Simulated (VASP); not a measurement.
# Hg (R-3m) in VASP: further runs

The runs below take Hg through single point, with HSE06, PBE0.

All numbers are computed with VASP 6.6.1; they aren't measurements. Logs are shortened: lines on timing, memory, paths and dates and some standing lists are left out, and cuts for length are marked.

### 1 The cell of the first run

It takes space group R-3m (No. 166, trigonal). Conventional cell: a = 4.157 Å, b = 4.157 Å, c = 5.924 Å, α = 90.00°, β = 90.00°, γ = 120.00°. Within 4.2 Å of Hg (site symmetry -3m) lie 12 Hg at 3.11 to 4.16 Å.

### 2 Single point, HSE06

Contents of POSCAR:

```
Hg
1.0
    2.0783143013      1.1999153213      1.9747811108
   -2.0783143013      1.1999153213      1.9747811108
    0.0000000000     -2.3998306426      1.9747811107
Hg
1
Direct
    0.0000000000      0.0000000000      0.0000000000
```

Contents of INCAR.step1:

```
SYSTEM = Hg
PREC = Accurate
ENCUT = 520
EDIFF = 1E-5
ISMEAR = -1
SIGMA = 0.1
LREAL = .FALSE.
LASPH = .TRUE.
NELM = 80
ALGO = Normal
ISIF = 2
LWAVE = .TRUE.
GGA = PE
NBANDS = 12
```

Contents of INCAR.step2:

```
SYSTEM = Hg
PREC = Accurate
ENCUT = 520
EDIFF = 1E-6
ISMEAR = -1
SIGMA = 0.1
LREAL = .FALSE.
LASPH = .TRUE.
NELM = 80
ALGO = Normal
ISIF = 2
LWAVE = .FALSE.
LCHARG = .TRUE.
GGA = PE
LHFCALC = .TRUE.
HFSCREEN = 0.2079
PRECFOCK = Normal
LELF = .TRUE.
LVHAR = .TRUE.
ISTART = 1
NBANDS = 12
```

Contents of KPOINTS:

```
Automatic mesh
0
G
  5 5 5
  0 0 0
```

Potentials or basis: VASP PAW PBE potentials, release 64 (Hg).

On the command line:

```
$ cat potpaw_PBE.64/Hg/POTCAR > POTCAR
$ cp INCAR.step1 INCAR
$ mpirun -np 1 vasp_std > vasp.out
$ cp INCAR.step2 INCAR
$ mpirun -np 1 vasp_std > vasp.out
```

OUTCAR:

```text
SYSTEM = Hg
   PREC = Accurate
   ENCUT = 520
   EDIFF = 1E-6
   ISMEAR = -1
   LREAL = .FALSE.
   LASPH = .TRUE.
   NELM = 80
   ISIF = 2
   GGA = PE
   LHFCALC = .TRUE.
   HFSCREEN = 0.2079
   PRECFOCK = Normal
   ISTART = 1

 ion  position               nearest neighbor table
   1  0.000  0.000  0.000-

  LATTYP: Found a trigonal (rhomboedric) cell.
 ALAT       =     3.1078847387
 COS(alpha) =     0.1056188445

  Lattice vectors:

 A1 = (   2.0783143013,   1.1999153213,   1.9747811108)
 A2 = (  -2.0783143013,   1.1999153213,   1.9747811108)
 A3 = (   0.0000000000,  -2.3998306426,   1.9747811107)

Analysis of symmetry for initial positions (statically):
=====================================================================
 Subroutine PRICEL returns:
 Original cell was already a primitive cell.

 Routine SETGRP: Setting up the symmetry group for a
 trigonal (rhombohedral) supercell.

 Subroutine GETGRP returns: Found 12 space group operations
 (whereof 12 operations were pure point group operations)
 out of a pool of 12 trial point group operations.

The static configuration has the point symmetry D_3d.

Analysis of symmetry for dynamics (positions and initial velocities):
=====================================================================
 Subroutine PRICEL returns:
 Original cell was already a primitive cell.

 Routine SETGRP: Setting up the symmetry group for a
 trigonal (rhombohedral) supercell.

 Subroutine GETGRP returns: Found 12 space group operations
 (whereof 12 operations were pure point group operations)
 out of a pool of 12 trial point group operations.

The dynamic configuration has the point symmetry D_3d.

 Subroutine INISYM returns: Found 12 space group operations
 (whereof 12 operations are pure point group operations),
 and found     1 'primitive' translations

----------------------------------------------------------------------------------------

                                     Primitive cell

  volume of cell :      29.5483

  direct lattice vectors                    reciprocal lattice vectors
     2.078314301  1.199915321  1.974781111     0.240579589  0.138898690  0.168795079
    -2.078314301  1.199915321  1.974781111    -0.240579589  0.138898690  0.168795079
     0.000000000 -2.399830643  1.974781111     0.000000000 -0.277797381  0.168795079

  length of vectors
     3.107884739  3.107884739  3.107884739     0.325058708  0.325058708  0.325058708

  position of ions in fractional coordinates (direct lattice)
     0.000000000  0.000000000  0.000000000

  ion indices of the primitive-cell ions
   primitive index   ion index
                 1           1

----------------------------------------------------------------------------------------

 KPOINTS: Automatic mesh

Automatic generation of k-mesh.
 Grid dimensions read from file:
 generate k-points for:    5    5    5

 Generating k-lattice:

  Cartesian coordinates                     Fractional coordinates (reciprocal lattice)
     0.048115918  0.027779738  0.033759016     0.200000000  0.000000000 -0.000000000
    -0.048115918  0.027779738  0.033759016     0.000000000  0.200000000 -0.000000000
     0.000000000 -0.055559476  0.033759016     0.000000000  0.000000000  0.200000000

  Length of vectors
     0.065011742  0.065011742  0.065011742

  Shift w.r.t. Gamma in fractional coordinates (k-lattice)
     0.000000000  0.000000000  0.000000000

 Subroutine IBZKPT returns following result:
 ===========================================

 Found     19 irreducible k-points:

 Following reciprocal coordinates:
            Coordinates               Weight
  0.000000  0.000000  0.000000      1.000000
  0.200000 -0.000000  0.000000      6.000000
  0.400000 -0.000000  0.000000      6.000000
  0.200000  0.200000  0.000000      6.000000
  0.400000  0.200000 -0.000000     12.000000
 -0.400000  0.200000 -0.000000     12.000000
[... 11 lines left out ...]
  0.400000  0.400000  0.400000      2.000000
 -0.400000  0.400000  0.400000      6.000000
   k-points           NKPTS =     19   k-points in BZ     NKDIM =    125   number of bands    NBANDS=     12
   number of dos      NEDOS =    301   number of ions     NIONS =      1
   total plane-waves  NPLWV =  13824
   dimension x,y,z NGX =    24 NGY =   24 NGZ =   24
   dimension x,y,z NGXF=    48 NGYF=   48 NGZF=   48
   ions per type =               1
   NGX,Y,Z   is equivalent  to a cutoff of  12.84, 12.84, 12.84 a.u.
   NGXF,Y,Z  is equivalent  to a cutoff of  25.68, 25.68, 25.68 a.u.
 SYSTEM =  Hg
   PREC   = accura    normal or accurate (medium, high low for compatibility)
   ISTART =      1    job   : 0-new  1-cont  2-samecut
   ICHARG =      0    charge: 1-file 2-atom 10-const
   ISPIN  =      1    spin polarized calculation?
   LNONCOLLINEAR =      F non collinear calculations
   LSORBIT =      F    spin-orbit coupling
   LASPH  =      T    aspherical Exc in radial PAW
   ENCUT  =  520.0 eV  38.22 Ry    6.18 a.u.   5.78  5.78  5.78*2*pi/ulx,y,z
   NELM   =     80;   NELMIN=  2; NELMDL=  0     # of ELM steps
   EDIFF  = 0.1E-05   stopping-criterion for ELM
   LREAL  =      F    real-space projection
   EDIFFG = 0.1E-04   stopping-criterion for IOM
   NSW    =      0    number of steps for IOM
   IBRION =     -1    ionic relax: 0-MD 1-quasi-New 2-CG
   NFREE  =      0    steps in history (QN), initial steepest desc. (CG)
   ISIF   =      2    stress and relaxation
   ISYM   =      3    0-nonsym 1-usesym 2-fastsym
   POTIM  = 0.5000    time-step for ionic-motion
   TEBEG  =    0.0;   TEEND  =   0.0 temperature during run
   PSTRESS=    0.0 pullay stress
   NELECT =      12.0000    total number of electrons
   NUPDOWN=      -1.0000    fix difference up-down
   EMIN   =  10.00;   EMAX   =-10.00  energy-range for DOS
   EFERMI =   0.00;   METHOD = LEGACY
   ISMEAR =    -1;   SIGMA  =   0.10  broadening in eV -4-tet -1-fermi 0-gaus
   EFERMI_NEDOS =   21; number of points for ismear=-14 and -15
   IALGO  =     38    algorithm
   IMIX   =      1    mixing-type and parameters
     AMIX     =   0.40;   BMIX     =  1.00
     AMIX_MAG =   1.60;   BMIX_MAG =  1.00
  volume/ion in A,a.u.               =      29.55       199.40
  Fermi-wavevector in a.u.,A,eV,Ry     =   1.212340  2.290991 19.997424  1.469769
  Thomas-Fermi vector in A             =   2.347827
   LORBIT       =      0    0 simple, 1 ext, 2 COOP (PROOUT), +10 PAW based schemes
   GGA     = PE    functional components
   LHFCALC =     T    Hartree Fock is set to
   PRECFOCK=normal    Normal, Fast or Accurate (Low or Medium for compatibility)
   ENCUT4O =  -1.0   cutoff for four orbital integrals eV
   NKREDX  =     1    reduce k-point grid by
   NKREDY  =     1    reduce k-point grid by
   NKREDZ  =     1    reduce k-point grid by
   AEXX    =    0.2500 exact exchange contribution
   HFSCREEN=    0.2079 screening length (either q_TF or 0.3 A-1)
   HFSCREENC=   0.2079 screening length for correlation (either q_TF or 0.3 A-1)
   ENCUTFOCK=  -1.0 apply spherical cutoff to Coloumb kernel
   IVDW    =     0    specifies the selected vdW correction
   LEPSILON=     F    determine dielectric tensor
   LRPA    =     F    only Hartree local field effects (RPA)
 non-spin polarized calculation
  energy-cutoff  :      520.00
  volume of cell :       29.55
 maximum number of plane-waves:       811
  NGX = 18; NGY = 18; NGZ = 18

 number of electron      12.0000000 magnetization

 Free energy of the ion-electron system (eV)
  ---------------------------------------------------
  ext. energy  EPLUGINS =         0.00000000
  ---------------------------------------------------
  free energy    TOTEN  =        -0.24797347 eV

  energy without entropy =       -0.23995395  energy(sigma->0) =       -0.24396371

 E-fermi :   1.7233     XC(G=0):  -7.9497

 val. band max:        1.5213239897   @ k =   0.4000  -0.0000   0.0000
 cond. band min:       2.0082716050   @ k =  -0.4000   0.2000  -0.0000
 fundamental gap:      0.4869476152
 Fermi energy:         1.7232722497

 k-point     1 :       0.0000    0.0000    0.0000
  band No.  band energies     occupation
      1      -7.7871      2.00000
      2      -7.7871      2.00000
      3      -7.4677      2.00000
      4      -6.0860      2.00000
      5      -6.0860      2.00000
      6      -6.0403      2.00000
      7      11.6654      0.00000
      8      11.6654      0.00000
      9      11.8241      0.00000
     10      14.8438      0.00000
     11      16.6132      0.00000
     12      16.6132      0.00000

 k-point     2 :       0.2000   -0.0000    0.0000
  band No.  band energies     occupation
      1      -7.7414      2.00000
      2      -7.5939      2.00000
      3      -6.5090      2.00000
      4      -6.2708      2.00000
      5      -6.2071      2.00000
      6      -6.0505      2.00000
      7       6.9888      0.00000
      8      12.5195      0.00000
      9      12.5588      0.00000
     10      15.9072      0.00000
     11      16.5644      0.00000
     12      21.3802      0.00000

 k-point     3 :       0.4000   -0.0000    0.0000
  band No.  band energies     occupation
      1      -7.6746      2.00000
      2      -7.4066      2.00000
      3      -6.5436      2.00000
      4      -6.4425      2.00000
      5      -6.0377      2.00000
      6      -3.5357      2.00000
      7       1.5213      1.76565
      8      13.9938      0.00000
      9      14.0521      0.00000
     10      16.9262      0.00000
     11      17.2731      0.00000
     12      18.7810      0.00000
[... 211 lines left out ...]
 k-point    18 :       0.4000    0.4000    0.4000
  band No.  band energies     occupation
      1      -7.3638      2.00000
      2      -7.1645      2.00000
      3      -7.1645      2.00000
      4      -5.7529      2.00000
      5      -5.7529      2.00000
      6       0.6808      1.99994
      7       7.5324      0.00000
      8       7.5324      0.00000
      9       8.5187      0.00000
     10      10.9842      0.00000
     11      13.2911      0.00000
     12      13.8804      0.00000

 k-point    19 :      -0.4000    0.4000    0.4000
  band No.  band energies     occupation
      1      -7.3165      2.00000
      2      -7.2177      2.00000
      3      -7.1332      2.00000
      4      -5.7995      2.00000
      5      -5.7455      2.00000
      6       2.2277      0.01281
      7       5.2683      0.00000
      8       7.2133      0.00000
      9       7.5299      0.00000
     10      10.5580      0.00000
     11      13.2900      0.00000
     12      14.3214      0.00000

------------------------ aborting loop because EDIFF is reached ----------------------------------------

  FORCE on cell =-STRESS in cart. coord.  units (eV):
  Direction    XX          YY          ZZ          XY          YZ          ZX
  --------------------------------------------------------------------------------------
  -------------------------------------------------------------------------------------
  Total       -0.0917319     -0.0917319     -0.3413029      0.0000000     -0.0000000     -0.0000000
  in kB       -4.9739233     -4.9739233    -18.5062536      0.0000000     -0.0000000     -0.0000000
  external PRESSURE =      -9.4847000 kB  Pullay stress =       0.0000000 kB

 VOLUME and BASIS-vectors are now :
 -----------------------------------------------------------------------------
  energy-cutoff  :      520.00
  volume of cell :       29.55
      direct lattice vectors                 reciprocal lattice vectors
     2.078314301  1.199915321  1.974781111     0.240579589  0.138898690  0.168795079
    -2.078314301  1.199915321  1.974781111    -0.240579589  0.138898690  0.168795079
     0.000000000 -2.399830643  1.974781111     0.000000000 -0.277797381  0.168795079

 POSITION                                       TOTAL-FORCE (eV/Angst)
 -----------------------------------------------------------------------------------
      0.00000      0.00000      0.00000         0.000000      0.000000      0.000000
 -----------------------------------------------------------------------------------
    total drift:                                0.000000      0.000000      0.000000

  FREE ENERGIE OF THE ION-ELECTRON SYSTEM (eV)
  ---------------------------------------------------
  free  energy   TOTEN  =        -0.2479734695 eV

  energy  without entropy=       -0.2399539495  energy(sigma->0) =       -0.24396371
```

Run time: 7.8 min. Hardware: 1 thread of Intel Xeon Platinum 8488C (Sapphire Rapids), shared host; peak memory 0.24 GiB.

What came out:

```yaml
Free_energy: -0.2480 eV
Pressure: -0.9 GPa
Band_gap_on_the_k_mesh: zero (bands 6 and 7 overlap by 0.71 eV)
```

Caveat: the k points lie up to 0.41 Å⁻¹ apart, too coarse for converged energies and pressures of a metal; the PAW data sets were made with another functional, which shifts forces and pressure a little; spin-orbit coupling is left out, which moves the levels of the heavy elements.

### 3 Single point, PBE0

Contents of POSCAR:

```
Hg
1.0
    2.0783945695      1.1999616642      1.9747386895
   -2.0783945695      1.1999616642      1.9747386895
    0.0000000000     -2.3999233284      1.9747386895
Hg
1
Direct
    0.0000000000      1.0000000000      0.0000000000
```

Contents of INCAR.step1:

```
  PREC = Accurate
  ENCUT = 520
  EDIFF = 1E-5
  ISMEAR = -1
  SIGMA = 0.1
  LREAL = F
  LASPH = T
  NELM = 60
  ALGO = Normal
  ISIF = 2
  LWAVE = T
  LCHARG = F
  GGA = PE
  NBANDS = 12
```

Contents of INCAR.step2:

```
  PREC = Accurate
  ENCUT = 520
  EDIFF = 1E-6
  ISMEAR = -1
  SIGMA = 0.1
  LREAL = F
  LASPH = T
  NELM = 60
  ALGO = Normal
  ISIF = 2
  LWAVE = F
  LCHARG = F
  GGA = PE
  LHFCALC = T
  AEXX = 0.25
  PRECFOCK = Normal
  ISTART = 1
  NBANDS = 12
```

Contents of KPOINTS:

```
regular mesh
0
Gamma
  5 5 5
```

Potentials or basis: VASP PAW PBE potentials, release 64 (Hg).

On the command line:

```
$ cat potpaw_PBE.64/Hg/POTCAR > POTCAR
$ cp INCAR.step1 INCAR
$ mpirun -np 1 vasp_std > vasp.out
$ cp INCAR.step2 INCAR
$ mpirun -np 1 vasp_std > vasp.out
```

It took 11 min on 1 thread of Intel Xeon 8259CL, shared host; peak memory 0.15 GiB.

It converged, with:

```
Free energy            : -0.2776 eV
Pressure               : -1.2 GPa
Band gap on the k mesh : zero (bands 6 and 7 overlap by 1.26 eV)
```

Stress tensor (GPa, compression positive):
```
-0.72  0.00  0.00
 0.00 -0.72  0.00
 0.00  0.00 -2.23
```

Levels at points of the mesh, in eV from the Fermi level:
| k point | band 4 | band 5 | band 6 | band 7 | band 8 | band 9 |
| --- | --- | --- | --- | --- | --- | --- |
| (0.00, 0.00, 0.00) | -8.24 | -8.24 | -8.19 | 10.31 | 10.31 | 10.46 |

Caveat: the k points lie up to 0.41 Å⁻¹ apart, too coarse for converged energies and pressures of a metal; the PAW data sets were made with another functional, which shifts forces and pressure a little; spin-orbit coupling is left out, which moves the levels of the heavy elements.
